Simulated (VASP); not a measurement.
Input of a VASP 6.6.1 run:

File INCAR:

```
PREC = Accurate
ENCUT = 520
EDIFF = 1E-6
ISMEAR = 0
SIGMA = 0.05
LREAL = Auto
LASPH = T
NELM = 80
ALGO = Normal
ISIF = 2
LWAVE = F
LCHARG = T
GGA = PS
LELF = T
LVHAR = T
NBANDS = 72
```

KPOINTS

```
Automatic mesh
0
Gamma
  4 4 4
```

POSCAR

```
Ba7O8
1.0
    3.7464450816     -6.4890332290      0.0000000000
    7.4928901631      0.0000000000      0.0000000000
    1.8732225408     -3.2445166145      6.5381572886
Ba O
7 8
Direct
    0.2537754023      0.2424491955      0.2500000000
    0.0005700414      0.7488599172      0.2500000000
    0.5566401937      0.6367196126      0.2500000000
    0.9398953880      0.3305803176      0.7896289063
    0.4795242943      0.3305803176      0.7103710937
    0.9621761673      0.8256476654      0.7500000000
    0.4621761673      0.8256476654      0.7500000000
    0.7337311960     -0.0085786793      0.5411162873
    0.2734497363     -0.0461035970      0.4992041245
    0.7657912000      0.5005532987      0.5032873882
    0.2303681131      0.5005532987      0.5032873882
    0.0248474833     -0.0085786793     -0.0411162873
    0.5226538608     -0.0461035970      0.0007958755
    0.0190785883      0.5005532987     -0.0032873882
    0.4836555013      0.5005532987     -0.0032873882
```

Potentials or basis: VASP PAW PBE potentials, release 64 (Ba_sv, O).

Command:

```bash
$ cat potpaw_PBE.64/Ba_sv/POTCAR potpaw_PBE.64/O/POTCAR > POTCAR
$ mpirun -np 1 vasp_std > vasp.out
```

Problem. What does it give for the largest force?

Solution. 0.189 eV/Å.

Problem. What does it give for the band gap on the k mesh?

Solution. Zero (bands 59 and 60 overlap by 0.07 eV).

Stress tensor (GPa, compression positive):
```
1.86 0.61 0.00
0.61 1.15 0.00
0.00 0.00 2.65
```

Caveat: the cell differs from its parent crystal (atoms taken out, then relaxed in part); the PAW data sets were made with another functional, which shifts forces and pressure a little; spin-orbit coupling is left out, which moves the levels of the heavy elements.
